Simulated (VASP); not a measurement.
# KMgF3 (cubic perovskite) (Pm-3m) in VASP: further runs

KMgF3 (cubic perovskite) is run at these levels: LDA; tasks: single point.

All numbers are computed with VASP 6.6.1; they aren't measurements. Logs are shortened: lines on timing, memory, paths and dates and some standing lists are left out, and cuts for length are marked.

## Step 1: The cell of the first run

It takes space group Pm-3m (No. 221, cubic). The conventional cell has a = 3.924 Å, b = 3.924 Å, c = 3.924 Å, α = 90.00°, β = 90.00°, γ = 90.00°. K (site symmetry m-3m) has 12 F at 2.77 Å and 8 Mg at 3.40 Å within 3.7 Å. Mg (site symmetry m-3m) has 6 F at 1.96 Å within 2.6 Å. F (site symmetry 4/mmm) has 2 Mg at 1.96 Å within 2.6 Å.

## Step 2: Single point, LDA (volume scaled by 0.94)

Input file INCAR:

```
PREC     = Accurate       # precision mode
ENCUT    = 520            # plane-wave cutoff, eV
EDIFF    = 1E-6           # SCF threshold, eV
ISMEAR   = 0              # smearing method
SIGMA    = 0.01           # smearing width, eV
LREAL    = False          # projectors in reciprocal space
LASPH    = True           # aspherical terms in the spheres
NELM     = 80             # most SCF steps
ALGO     = Normal         # electronic algorithm
ISIF     = 2              # what is computed and relaxed
LWAVE    = False          # write WAVECAR
LCHARG   = False          # write CHGCAR
NBANDS   = 24             # bands
```

Input file KPOINTS:

```
regular mesh
0
Gamma
  6 6 6
```

Input file POSCAR:

```
KMgF3
1.0
    3.9242219515      0.0000000000      0.0000000000
    0.0000000000      3.9242219515      0.0000000000
    0.0000000000      0.0000000000      3.9242219515
K Mg F
1 1 3
Direct
    0.5000000000      0.5000000000      0.5000000000
    0.0000000000      0.0000000000      0.0000000000
    0.5000000000      0.0000000000      0.0000000000
    0.0000000000      0.5000000000      0.0000000000
    0.0000000000      0.0000000000      0.5000000000
```

Potentials or basis: VASP PAW LDA potentials, release 64 (K_sv, Mg, F).

Command:

```console
> cat potpaw_LDA.64/K_sv/POTCAR potpaw_LDA.64/Mg/POTCAR potpaw_LDA.64/F/POTCAR > POTCAR
> mpirun -np 1 vasp_std > vasp.out
```

OUTCAR:

```text
PREC = Accurate
   ENCUT = 520
   EDIFF = 1E-6
   ISMEAR = 0
   LREAL = False
   LASPH = True
   NELM = 80
   ISIF = 2

 ion  position               nearest neighbor table
   1  0.500  0.500  0.500-   3 2.77   4 2.77   5 2.77   3 2.77   4 2.77   3 2.77   5 2.77   3 2.77
                             4 2.77   5 2.77   4 2.77   5 2.77   2 3.40   2 3.40   2 3.40   2 3.40
   2  0.000  0.000  0.000-   3 1.96   4 1.96   5 1.96   5 1.96   4 1.96   3 1.96   1 3.40   1 3.40
                             1 3.40   1 3.40   1 3.40   1 3.40   1 3.40   1 3.40
   3  0.500  0.000  0.000-   2 1.96   2 1.96   1 2.77   1 2.77   1 2.77   1 2.77
   4  0.000  0.500  0.000-   2 1.96   2 1.96   1 2.77   1 2.77   1 2.77   1 2.77
   5  0.000  0.000  0.500-   2 1.96   2 1.96   1 2.77   1 2.77   1 2.77   1 2.77

  LATTYP: Found a simple cubic cell.
 ALAT       =     3.9242219515

  Lattice vectors:

 A1 = (   3.9242219515,   0.0000000000,   0.0000000000)
 A2 = (   0.0000000000,   3.9242219515,   0.0000000000)
 A3 = (   0.0000000000,   0.0000000000,   3.9242219515)

Analysis of symmetry for initial positions (statically):
=====================================================================
 Subroutine PRICEL returns:
 Original cell was already a primitive cell.

 Routine SETGRP: Setting up the symmetry group for a
 simple cubic supercell.

 Subroutine GETGRP returns: Found 48 space group operations
 (whereof 48 operations were pure point group operations)
 out of a pool of 48 trial point group operations.

The static configuration has the point symmetry O_h .

Analysis of symmetry for dynamics (positions and initial velocities):
=====================================================================
 Subroutine PRICEL returns:
 Original cell was already a primitive cell.

 Routine SETGRP: Setting up the symmetry group for a
 simple cubic supercell.

 Subroutine GETGRP returns: Found 48 space group operations
 (whereof 48 operations were pure point group operations)
 out of a pool of 48 trial point group operations.

The dynamic configuration has the point symmetry O_h .

 Subroutine INISYM returns: Found 48 space group operations
 (whereof 48 operations are pure point group operations),
 and found     1 'primitive' translations

----------------------------------------------------------------------------------------

                                     Primitive cell

  volume of cell :      60.4311

  direct lattice vectors                    reciprocal lattice vectors
     3.924221951  0.000000000  0.000000000     0.254827584  0.000000000  0.000000000
     0.000000000  3.924221951  0.000000000     0.000000000  0.254827584  0.000000000
     0.000000000  0.000000000  3.924221951     0.000000000  0.000000000  0.254827584

  length of vectors
     3.924221951  3.924221951  3.924221951     0.254827584  0.254827584  0.254827584

  position of ions in fractional coordinates (direct lattice)
     0.500000000  0.500000000  0.500000000
     0.000000000  0.000000000  0.000000000
     0.500000000  0.000000000  0.000000000
     0.000000000  0.500000000  0.000000000
     0.000000000  0.000000000  0.500000000

  ion indices of the primitive-cell ions
   primitive index   ion index
                 1           1
                 2           2
                 3           3
                 4           4
                 5           5

----------------------------------------------------------------------------------------

 KPOINTS: regular mesh

Automatic generation of k-mesh.
 Grid dimensions read from file:
 generate k-points for:    6    6    6

 Generating k-lattice:

  Cartesian coordinates                     Fractional coordinates (reciprocal lattice)
     0.042471264  0.000000000  0.000000000     0.166666667  0.000000000  0.000000000
     0.000000000  0.042471264  0.000000000     0.000000000  0.166666667  0.000000000
     0.000000000  0.000000000  0.042471264     0.000000000  0.000000000  0.166666667

  Length of vectors
     0.042471264  0.042471264  0.042471264

  Shift w.r.t. Gamma in fractional coordinates (k-lattice)
     0.000000000  0.000000000  0.000000000

 Subroutine IBZKPT returns following result:
 ===========================================

 Found     20 irreducible k-points:

 Following reciprocal coordinates:
            Coordinates               Weight
  0.000000  0.000000  0.000000      1.000000
  0.166667  0.000000  0.000000      6.000000
  0.333333  0.000000  0.000000      6.000000
  0.500000  0.000000  0.000000      3.000000
  0.166667  0.166667  0.000000     12.000000
  0.333333  0.166667  0.000000     24.000000
[... 12 lines left out ...]
  0.500000  0.500000  0.333333      6.000000
  0.500000  0.500000  0.500000      1.000000
   k-points           NKPTS =     20   k-points in BZ     NKDIM =     20   number of bands    NBANDS=     24
   number of dos      NEDOS =    301   number of ions     NIONS =      5
   total plane-waves  NPLWV =  27000
   dimension x,y,z NGX =    30 NGY =   30 NGZ =   30
   dimension x,y,z NGXF=    60 NGYF=   60 NGZF=   60
   ions per type =               1   1   3
   NGX,Y,Z   is equivalent  to a cutoff of  12.71, 12.71, 12.71 a.u.
   NGXF,Y,Z  is equivalent  to a cutoff of  25.42, 25.42, 25.42 a.u.
 SYSTEM =  unknown system
   PREC   = accura    normal or accurate (medium, high low for compatibility)
   ISTART =      0    job   : 0-new  1-cont  2-samecut
   ICHARG =      2    charge: 1-file 2-atom 10-const
   ISPIN  =      1    spin polarized calculation?
   LNONCOLLINEAR =      F non collinear calculations
   LSORBIT =      F    spin-orbit coupling
   LASPH  =      T    aspherical Exc in radial PAW
   ENCUT  =  520.0 eV  38.22 Ry    6.18 a.u.   7.30  7.30  7.30*2*pi/ulx,y,z
   NELM   =     80;   NELMIN=  2; NELMDL= -5     # of ELM steps
   EDIFF  = 0.1E-05   stopping-criterion for ELM
   LREAL  =      F    real-space projection
   EDIFFG = 0.1E-04   stopping-criterion for IOM
   NSW    =      0    number of steps for IOM
   IBRION =     -1    ionic relax: 0-MD 1-quasi-New 2-CG
   NFREE  =      0    steps in history (QN), initial steepest desc. (CG)
   ISIF   =      2    stress and relaxation
   ISYM   =      2    0-nonsym 1-usesym 2-fastsym
   POTIM  = 0.5000    time-step for ionic-motion
   TEBEG  =    0.0;   TEEND  =   0.0 temperature during run
   PSTRESS=    0.0 pullay stress
   NELECT =      32.0000    total number of electrons
   NUPDOWN=      -1.0000    fix difference up-down
   EMIN   =  10.00;   EMAX   =-10.00  energy-range for DOS
   EFERMI =   0.00;   METHOD = LEGACY
   ISMEAR =     0;   SIGMA  =   0.01  broadening in eV -4-tet -1-fermi 0-gaus
   EFERMI_NEDOS =   21; number of points for ismear=-14 and -15
   IALGO  =     38    algorithm
   IMIX   =      4    mixing-type and parameters
     AMIX     =   0.40;   BMIX     =  1.00
     AMIX_MAG =   1.60;   BMIX_MAG =  1.00
  volume/ion in A,a.u.               =      12.09        81.56
  Fermi-wavevector in a.u.,A,eV,Ry     =   1.324457  2.502861 23.867161  1.754187
  Thomas-Fermi vector in A             =   2.453990
   LORBIT       =      0    0 simple, 1 ext, 2 COOP (PROOUT), +10 PAW based schemes
   GGA     = CA    functional components
   LHFCALC =     F    Hartree Fock is set to
   AEXX    =    0.0000 exact exchange contribution
   IVDW    =     0    specifies the selected vdW correction
   LEPSILON=     F    determine dielectric tensor
   LRPA    =     F    only Hartree local field effects (RPA)
 non-spin polarized calculation
 Gauss-broadening in eV      SIGMA  =   0.01
  energy-cutoff  :      520.00
  volume of cell :       60.43
 maximum number of plane-waves:      1647
 NGX is ok and might be reduce to    30
   NGX = 15   NGY = 15   NGZ = 15

 number of electron      31.9999978 magnetization

 Free energy of the ion-electron system (eV)
  ---------------------------------------------------
  ext. energy  EPLUGINS =         0.00000000
  ---------------------------------------------------
  free energy    TOTEN  =       -27.12629763 eV

  energy without entropy =      -27.12629763  energy(sigma->0) =      -27.12629763

 E-fermi :  -1.6945     XC(G=0): -10.6453

 val. band max:       -1.7477849191   @ k =   0.5000   0.5000   0.5000
 cond. band min:       5.5710218436   @ k =   0.0000   0.0000   0.0000
 fundamental gap:      7.3188067627
 Fermi energy:        -1.6944769824

 k-point     1 :       0.0000    0.0000    0.0000
  band No.  band energies     occupation
      1     -26.8364      2.00000
      2     -21.6033      2.00000
      3     -20.8413      2.00000
      4     -20.8413      2.00000
      5     -10.5873      2.00000
      6     -10.5873      2.00000
[... 16 lines left out ...]
     23      12.3841      0.00000
     24      15.3303      0.00000

 k-point     2 :       0.1667    0.0000    0.0000
  band No.  band energies     occupation
      1     -26.8258      2.00000
      2     -21.5711      2.00000
      3     -20.8857      2.00000
      4     -20.8388      2.00000
      5     -10.5767      2.00000
      6     -10.5680      2.00000
[... 16 lines left out ...]
     23      12.3955      0.00000
     24      15.2276      0.00000

 k-point     3 :       0.3333    0.0000    0.0000
  band No.  band energies     occupation
      1     -26.8045      2.00000
      2     -21.4940      2.00000
      3     -20.9883      2.00000
      4     -20.8329      2.00000
      5     -10.5558      2.00000
      6     -10.5287      2.00000
[... 16 lines left out ...]
     23      12.3496      0.00000
     24      14.8007      0.00000
[... 406 lines left out ...]
 k-point    19 :       0.5000    0.5000    0.3333
  band No.  band energies     occupation
      1     -26.7502      2.00000
      2     -21.0722      2.00000
      3     -21.0625      2.00000
      4     -21.0625      2.00000
      5     -10.7923      2.00000
      6     -10.7923      2.00000
[... 16 lines left out ...]
     23      13.0886      0.00000
     24      13.0886      0.00000

 k-point    20 :       0.5000    0.5000    0.5000
  band No.  band energies     occupation
      1     -26.7454      2.00000
      2     -21.0556      2.00000
      3     -21.0556      2.00000
      4     -21.0556      2.00000
      5     -10.8320      2.00000
      6     -10.8320      2.00000
[... 16 lines left out ...]
     23      13.4577      0.00000
     24      13.4577      0.00000

------------------------ aborting loop because EDIFF is reached ----------------------------------------

  FORCE on cell =-STRESS in cart. coord.  units (eV):
  Direction    XX          YY          ZZ          XY          YZ          ZX
  --------------------------------------------------------------------------------------
  -------------------------------------------------------------------------------------
  Total       -0.7063137     -0.7063137     -0.7063137      0.0000000     -0.0000000      0.0000000
  in kB      -18.7261089    -18.7261089    -18.7261089      0.0000000     -0.0000000      0.0000000
  external PRESSURE =     -18.7261089 kB  Pullay stress =       0.0000000 kB

 VOLUME and BASIS-vectors are now :
 -----------------------------------------------------------------------------
  energy-cutoff  :      520.00
  volume of cell :       60.43
      direct lattice vectors                 reciprocal lattice vectors
     3.924221951  0.000000000  0.000000000     0.254827584  0.000000000  0.000000000
     0.000000000  3.924221951  0.000000000     0.000000000  0.254827584  0.000000000
     0.000000000  0.000000000  3.924221951     0.000000000  0.000000000  0.254827584

 POSITION                                       TOTAL-FORCE (eV/Angst)
 -----------------------------------------------------------------------------------
      1.96211      1.96211      1.96211         0.000000      0.000000      0.000000
      0.00000      0.00000      0.00000         0.000000      0.000000      0.000000
      1.96211      0.00000      0.00000         0.000000      0.000000      0.000000
      0.00000      1.96211      0.00000         0.000000      0.000000      0.000000
      0.00000      0.00000      1.96211         0.000000      0.000000      0.000000
 -----------------------------------------------------------------------------------
    total drift:                                0.000000     -0.000000      0.000000

  FREE ENERGIE OF THE ION-ELECTRON SYSTEM (eV)
  ---------------------------------------------------
  free  energy   TOTEN  =       -27.1262976278 eV

  energy  without entropy=      -27.1262976278  energy(sigma->0) =      -27.12629763
```

It took 9.7 s on 1 thread of Intel Xeon 6975P-C (Granite Rapids), shared host; peak memory 0.16 GiB.

What came out:

```
Free energy            : -27.1263 eV
Pressure               : -1.9 GPa
Band gap on the k mesh : 7.32 eV, indirect (least direct gap 7.64 eV)
```

## Step 3: Single point, LDA (volume scaled by 0.98)

Input file INCAR:

```
SYSTEM = KMgF3
ALGO = Normal
EDIFF = 1E-6
ENCUT = 520
ISIF = 2
ISMEAR = 0
LASPH = .TRUE.
LCHARG = .FALSE.
LREAL = .FALSE.
LWAVE = .FALSE.
NBANDS = 24
NELM = 100
PREC = Accurate
SIGMA = 0.01
```

Input file KPOINTS:

```
k-points
0
G
  6 6 6
  0 0 0
```

POSCAR: that of step 2 with these lines changed.

```diff
@@ -2,5 +2,5 @@
 1.0
-    3.9242219515      0.0000000000      0.0000000000
-    0.0000000000      3.9242219515      0.0000000000
-    0.0000000000      0.0000000000      3.9242219515
+    3.9791132838      0.0000000000      0.0000000000
+    0.0000000000      3.9791132838      0.0000000000
+    0.0000000000      0.0000000000      3.9791132838
 K Mg F
```

Potentials or basis: VASP PAW LDA potentials, release 64 (K_sv, Mg, F).

Command:

```console
> cat potpaw_LDA.64/K_sv/POTCAR potpaw_LDA.64/Mg/POTCAR potpaw_LDA.64/F/POTCAR > POTCAR
> mpirun -np 1 vasp_std > vasp.out
```

Run time: 11 s. Hardware: 1 thread of Intel Xeon 6975P-C (Granite Rapids), shared host; peak memory 0.16 GiB.

Results (log left out):

* Free energy: -27.0762 eV
* Pressure: -4.9 GPa
* Band gap on the k mesh: 6.99 eV, indirect (least direct gap 7.32 eV)

Levels at points of the mesh, in eV from the valence-band top:
```
           k point  band 13  band 14  band 15  band 16  band 17  band 18  band 19  band 20
(0.00, 0.00, 0.00)    -0.65    -0.33    -0.33    -0.33     6.99     9.78     9.78    12.03
(0.50, 0.00, 0.00)    -0.89    -0.89    -0.55    -0.55     9.82    10.17    10.87    12.66
(0.50, 0.50, 0.00)    -1.09    -0.92    -0.92    -0.02    10.71    11.45    12.31    12.31
(0.50, 0.50, 0.50)    -1.15     0.00     0.00     0.00    10.19    10.19    10.19    13.61
```
